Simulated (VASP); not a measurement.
# NdHf (Fd-3m) in VASP: single point with PBE

Aim: the single point of NdHf with PBE.

Program: VASP 6.6.1. These are calculated values, not measurements. Logs are shortened: lines on timing, memory, paths and dates and some standing lists are left out, and cuts for length are marked.

### 1 The cell of the first run

The structure is cubic, space group Fd-3m (No. 227). The conventional cell has a = 7.587 Å, b = 7.587 Å, c = 7.587 Å, α = 90.00°, β = 90.00°, γ = 90.00°. Nd (site symmetry -43m) has 4 Nd at 3.29 Å and 10 Hf at 3.29 to 3.79 Å within 4.3 Å. Hf (site symmetry -43m) has 10 Nd at 3.29 to 3.79 Å and 4 Hf at 3.29 Å within 4.3 Å.

The cell was generated, and may not be a known phase.

### 2 Single point, PBE

Input file INCAR:

```
PREC     = Accurate       # precision mode
ENCUT    = 500            # plane-wave cutoff, eV
EDIFF    = 1E-6           # SCF threshold, eV
ISMEAR   = 0              # smearing method
SIGMA    = 0.2            # smearing width, eV
LREAL    = False          # projectors in reciprocal space
LASPH    = True           # aspherical terms in the spheres
NELM     = 200            # most SCF steps
ALGO     = Normal         # electronic algorithm
ISIF     = 2              # what is computed and relaxed
LWAVE    = False          # write WAVECAR
LCHARG   = False          # write CHGCAR
GGA      = PE             # functional
NBANDS   = 29             # bands
GGA_COMPAT= False        
LMAXMIX  = 6              # l up to which the mixer works
```

Input file KPOINTS:

```
regular mesh
0
Gamma
  5 5 5
```

Input file POSCAR:

```
NdHf
1.0
    0.0000000000      3.7934878050      3.7934878050
    3.7934878050      0.0000000000      3.7934878050
    3.7934878050      3.7934878050      0.0000000000
Nd Hf
2 2
Direct
    0.0000000000      0.0000000000      0.0000000000
    0.2500000000      0.2500000000      0.2500000000
    0.5000000000      0.5000000000      0.5000000000
    0.7500000000      0.7500000000      0.7500000000
```

Potentials or basis: VASP PAW PBE potentials, release 64 (Nd_3, Hf_pv), 4f in core.

The run is started by

```
> cat potpaw_PBE.64/Nd_3/POTCAR potpaw_PBE.64/Hf_pv/POTCAR > POTCAR
> mpirun -np 1 vasp_std > vasp.out
```

OUTCAR:

```text
PREC = Accurate
   ENCUT = 500
   EDIFF = 1E-6
   ISMEAR = 0
   LREAL = False
   LASPH = True
   NELM = 200
   ISIF = 2
   GGA = PE

 ion  position               nearest neighbor table
   1  0.000  0.000  0.000-   4 3.29   4 3.29   4 3.29   2 3.29   4 3.29   2 3.29   2 3.29   2 3.29
                             3 3.79   3 3.79   3 3.79   3 3.79   3 3.79   3 3.79
   2  0.250  0.250  0.250-   1 3.29   1 3.29   1 3.29   1 3.29   3 3.29   3 3.29   3 3.29   3 3.29
                             4 3.79   4 3.79   4 3.79   4 3.79   4 3.79   4 3.79
   3  0.500  0.500  0.500-   2 3.29   2 3.29   2 3.29   2 3.29   4 3.29   4 3.29   4 3.29   4 3.29
                             1 3.79   1 3.79   1 3.79   1 3.79   1 3.79   1 3.79
   4  0.750  0.750  0.750-   3 3.29   3 3.29   3 3.29   1 3.29   3 3.29   1 3.29   1 3.29   1 3.29
                             2 3.79   2 3.79   2 3.79   2 3.79   2 3.79   2 3.79

  LATTYP: Found a face centered cubic cell.
 ALAT       =     7.5869756100

  Lattice vectors:

 A1 = (   0.0000000000,   3.7934878050,   3.7934878050)
 A2 = (   3.7934878050,   0.0000000000,   3.7934878050)
 A3 = (   3.7934878050,   3.7934878050,   0.0000000000)

Analysis of symmetry for initial positions (statically):
=====================================================================
 Subroutine PRICEL returns:
 Original cell was already a primitive cell.

 Routine SETGRP: Setting up the symmetry group for a
 face centered cubic supercell.

 Subroutine GETGRP returns: Found 48 space group operations
 (whereof 24 operations were pure point group operations)
 out of a pool of 48 trial point group operations.

The static configuration has the point symmetry T_d .
 The point group associated with its full space group is O_h .

Analysis of symmetry for dynamics (positions and initial velocities):
=====================================================================
 Subroutine PRICEL returns:
 Original cell was already a primitive cell.

 Routine SETGRP: Setting up the symmetry group for a
 face centered cubic supercell.

 Subroutine GETGRP returns: Found 48 space group operations
 (whereof 24 operations were pure point group operations)
 out of a pool of 48 trial point group operations.

The dynamic configuration has the point symmetry T_d .
 The point group associated with its full space group is O_h .

 Subroutine INISYM returns: Found 48 space group operations
 (whereof 24 operations are pure point group operations),
 and found     1 'primitive' translations

----------------------------------------------------------------------------------------

                                     Primitive cell

  volume of cell :     109.1807

  direct lattice vectors                    reciprocal lattice vectors
     0.000000000  3.793487805  3.793487805    -0.131804826  0.131804826  0.131804826
     3.793487805  0.000000000  3.793487805     0.131804826 -0.131804826  0.131804826
     3.793487805  3.793487805  0.000000000     0.131804826  0.131804826 -0.131804826

  length of vectors
     5.364801903  5.364801903  5.364801903     0.228292655  0.228292655  0.228292655

  position of ions in fractional coordinates (direct lattice)
     0.000000000  0.000000000  0.000000000
     0.250000000  0.250000000  0.250000000
     0.500000000  0.500000000  0.500000000
     0.750000000  0.750000000  0.750000000

  ion indices of the primitive-cell ions
   primitive index   ion index
                 1           1
                 2           2
                 3           3
                 4           4

----------------------------------------------------------------------------------------

 KPOINTS: regular mesh

Automatic generation of k-mesh.
 Grid dimensions read from file:
 generate k-points for:    5    5    5

 Generating k-lattice:

  Cartesian coordinates                     Fractional coordinates (reciprocal lattice)
    -0.026360965  0.026360965  0.026360965     0.200000000  0.000000000  0.000000000
     0.026360965 -0.026360965  0.026360965     0.000000000  0.200000000  0.000000000
     0.026360965  0.026360965 -0.026360965     0.000000000  0.000000000  0.200000000

  Length of vectors
     0.045658531  0.045658531  0.045658531

  Shift w.r.t. Gamma in fractional coordinates (k-lattice)
     0.000000000  0.000000000  0.000000000

 Subroutine IBZKPT returns following result:
 ===========================================

 Found     10 irreducible k-points:

 Following reciprocal coordinates:
            Coordinates               Weight
  0.000000  0.000000  0.000000      1.000000
  0.200000  0.000000  0.000000      8.000000
  0.400000  0.000000  0.000000      8.000000
  0.200000  0.200000  0.000000      6.000000
  0.400000  0.200000  0.000000     24.000000
 -0.400000  0.200000  0.000000     24.000000
 -0.200000  0.200000  0.000000     12.000000
  0.400000  0.400000  0.000000      6.000000
 -0.400000  0.400000  0.000000     12.000000
 -0.400000  0.400000  0.200000     24.000000
   k-points           NKPTS =     10   k-points in BZ     NKDIM =     10   number of bands    NBANDS=     29
   number of dos      NEDOS =    301   number of ions     NIONS =      4
   total plane-waves  NPLWV =  64000
   dimension x,y,z NGX =    40 NGY =   40 NGZ =   40
   dimension x,y,z NGXF=    80 NGYF=   80 NGZF=   80
   ions per type =               2   2
   NGX,Y,Z   is equivalent  to a cutoff of  12.40, 12.40, 12.40 a.u.
   NGXF,Y,Z  is equivalent  to a cutoff of  24.79, 24.79, 24.79 a.u.
 SYSTEM =  unknown system
   PREC   = accura    normal or accurate (medium, high low for compatibility)
   ISTART =      0    job   : 0-new  1-cont  2-samecut
   ICHARG =      2    charge: 1-file 2-atom 10-const
   ISPIN  =      1    spin polarized calculation?
   LNONCOLLINEAR =      F non collinear calculations
   LSORBIT =      F    spin-orbit coupling
   LASPH  =      T    aspherical Exc in radial PAW
   ENCUT  =  500.0 eV  36.75 Ry    6.06 a.u.   9.78  9.78  9.78*2*pi/ulx,y,z
   NELM   =    200;   NELMIN=  2; NELMDL= -5     # of ELM steps
   EDIFF  = 0.1E-05   stopping-criterion for ELM
   LREAL  =      F    real-space projection
   EDIFFG = 0.1E-04   stopping-criterion for IOM
   NSW    =      0    number of steps for IOM
   IBRION =     -1    ionic relax: 0-MD 1-quasi-New 2-CG
   NFREE  =      0    steps in history (QN), initial steepest desc. (CG)
   ISIF   =      2    stress and relaxation
   ISYM   =      2    0-nonsym 1-usesym 2-fastsym
   POTIM  = 0.5000    time-step for ionic-motion
   TEBEG  =    0.0;   TEEND  =   0.0 temperature during run
   PSTRESS=    0.0 pullay stress
   NELECT =      42.0000    total number of electrons
   NUPDOWN=      -1.0000    fix difference up-down
   EMIN   =  10.00;   EMAX   =-10.00  energy-range for DOS
   EFERMI =   0.00;   METHOD = LEGACY
   ISMEAR =     0;   SIGMA  =   0.20  broadening in eV -4-tet -1-fermi 0-gaus
   EFERMI_NEDOS =   21; number of points for ismear=-14 and -15
   IALGO  =     38    algorithm
   IMIX   =      4    mixing-type and parameters
     AMIX     =   0.40;   BMIX     =  1.00
     AMIX_MAG =   1.60;   BMIX_MAG =  1.00
  volume/ion in A,a.u.               =      27.30       184.20
  Fermi-wavevector in a.u.,A,eV,Ry     =   1.190627  2.249960 19.287535  1.417594
  Thomas-Fermi vector in A             =   2.326708
   LORBIT       =      0    0 simple, 1 ext, 2 COOP (PROOUT), +10 PAW based schemes
   GGA     = PE    functional components
   LHFCALC =     F    Hartree Fock is set to
   AEXX    =    0.0000 exact exchange contribution
   IVDW    =     0    specifies the selected vdW correction
   LEPSILON=     F    determine dielectric tensor
   LRPA    =     F    only Hartree local field effects (RPA)
 non-spin polarized calculation
 Gauss-broadening in eV      SIGMA  =   0.20
  energy-cutoff  :      500.00
  volume of cell :      109.18
 maximum number of plane-waves:      2790
   NGX = 19   NGY = 19   NGZ = 19

 number of electron      42.0000001 magnetization

 Free energy of the ion-electron system (eV)
  ---------------------------------------------------
  ext. energy  EPLUGINS =         0.00000000
  ---------------------------------------------------
  free energy    TOTEN  =       -27.76228998 eV

  energy without entropy =      -27.59413454  energy(sigma->0) =      -27.67821226

 E-fermi :   4.1330     XC(G=0): -10.5786

 val. band max:        4.0882693185   @ k =  -0.4000   0.4000   0.2000
 cond. band min:       4.1583642461   @ k =  -0.4000   0.2000   0.0000
 fundamental gap:      0.0700949277
 Fermi energy:         4.1329561798

 k-point     1 :       0.0000    0.0000    0.0000
  band No.  band energies     occupation
      1     -33.3197      2.00000
      2     -33.0279      2.00000
      3     -26.6171      2.00000
      4     -26.6171      2.00000
      5     -26.6171      2.00000
      6     -26.4679      2.00000
[... 21 lines left out ...]
     28       7.7467      0.00000
     29       9.1134      0.00000

 k-point     2 :       0.2000    0.0000    0.0000
  band No.  band energies     occupation
      1     -33.3003      2.00000
      2     -33.0488      2.00000
      3     -26.6230      2.00000
      4     -26.6230      2.00000
      5     -26.6150      2.00000
      6     -26.4685      2.00000
[... 21 lines left out ...]
     28       7.6079      0.00000
     29       7.6208      0.00000

 k-point     3 :       0.4000    0.0000    0.0000
  band No.  band energies     occupation
      1     -33.2592      2.00000
      2     -33.0926      2.00000
      3     -26.6319      2.00000
      4     -26.6319      2.00000
      5     -26.6084      2.00000
      6     -26.4727      2.00000
[... 21 lines left out ...]
     28       7.6719      0.00000
     29       7.9806      0.00000

 k-point     4 :       0.2000    0.2000    0.0000
  band No.  band energies     occupation
      1     -33.2931      2.00000
      2     -33.0566      2.00000
      3     -26.6298      2.00000
      4     -26.6298      2.00000
      5     -26.6028      2.00000
      6     -26.4798      2.00000
[... 149 lines left out ...]
     28       6.9258      0.00000
     29       6.9258      0.00000

 k-point     9 :      -0.4000    0.4000    0.0000
  band No.  band energies     occupation
      1     -33.1908      2.00000
      2     -33.1627      2.00000
      3     -26.6485      2.00000
      4     -26.6470      2.00000
      5     -26.5541      2.00000
      6     -26.5305      2.00000
[... 21 lines left out ...]
     28       6.7532      0.00000
     29       7.2252      0.00000

 k-point    10 :      -0.4000    0.4000    0.2000
  band No.  band energies     occupation
      1     -33.2134      2.00000
      2     -33.1399      2.00000
      3     -26.6462      2.00000
      4     -26.6434      2.00000
      5     -26.5683      2.00000
      6     -26.5193      2.00000
[... 21 lines left out ...]
     28       7.0188      0.00000
     29       7.4182      0.00000

------------------------ aborting loop because EDIFF is reached ----------------------------------------

  FORCE on cell =-STRESS in cart. coord.  units (eV):
  Direction    XX          YY          ZZ          XY          YZ          ZX
  --------------------------------------------------------------------------------------
  -------------------------------------------------------------------------------------
  Total        0.1792971      0.1792971      0.1792971      0.0000000      0.0000000      0.0000000
  in kB        2.6311028      2.6311028      2.6311028      0.0000000      0.0000000      0.0000000
  external PRESSURE =       2.6311028 kB  Pullay stress =       0.0000000 kB

 VOLUME and BASIS-vectors are now :
 -----------------------------------------------------------------------------
  energy-cutoff  :      500.00
  volume of cell :      109.18
      direct lattice vectors                 reciprocal lattice vectors
     0.000000000  3.793487805  3.793487805    -0.131804826  0.131804826  0.131804826
     3.793487805  0.000000000  3.793487805     0.131804826 -0.131804826  0.131804826
     3.793487805  3.793487805  0.000000000     0.131804826  0.131804826 -0.131804826

 POSITION                                       TOTAL-FORCE (eV/Angst)
 -----------------------------------------------------------------------------------
      0.00000      0.00000      0.00000        -0.000000     -0.000000     -0.000000
      1.89674      1.89674      1.89674        -0.000000      0.000000      0.000000
      3.79349      3.79349      3.79349        -0.000000     -0.000000     -0.000000
      5.69023      5.69023      5.69023         0.000000      0.000000      0.000000
 -----------------------------------------------------------------------------------
    total drift:                               -0.000000      0.000000      0.000000

  FREE ENERGIE OF THE ION-ELECTRON SYSTEM (eV)
  ---------------------------------------------------
  free  energy   TOTEN  =       -27.7622899797 eV

  energy  without entropy=      -27.5941345368  energy(sigma->0) =      -27.67821226
```

Run time: 18 s. Hardware: 1 thread of Intel Xeon 6975P-C (Granite Rapids), shared host; peak memory 0.24 GiB.

What came out:

```
Free energy            : -27.7623 eV
Pressure               : 0.3 GPa
Band gap on the k mesh : zero (bands 21 and 22 overlap by 0.20 eV)
```

Levels at points of the mesh, in eV from the Fermi level:
```tsv
k point	band 17	band 18	band 19	band 20	band 21	band 22	band 23	band 24	band 25	band 26
(0.00, 0.00, 0.00)	-2.28	-0.25	-0.25	-0.25	-0.10	-0.10	-0.10	1.51	1.51	1.51
```

Caveat: spin-orbit coupling is left out, which moves the levels of the heavy elements; the 4f electrons are frozen in the core, so they carry no moment and show no levels. Spin polarisation is off, so any magnetic state and its effect on volume and gap are missing.

The gap in the log of VASP goes by the Fermi energy; the results here count the filled bands.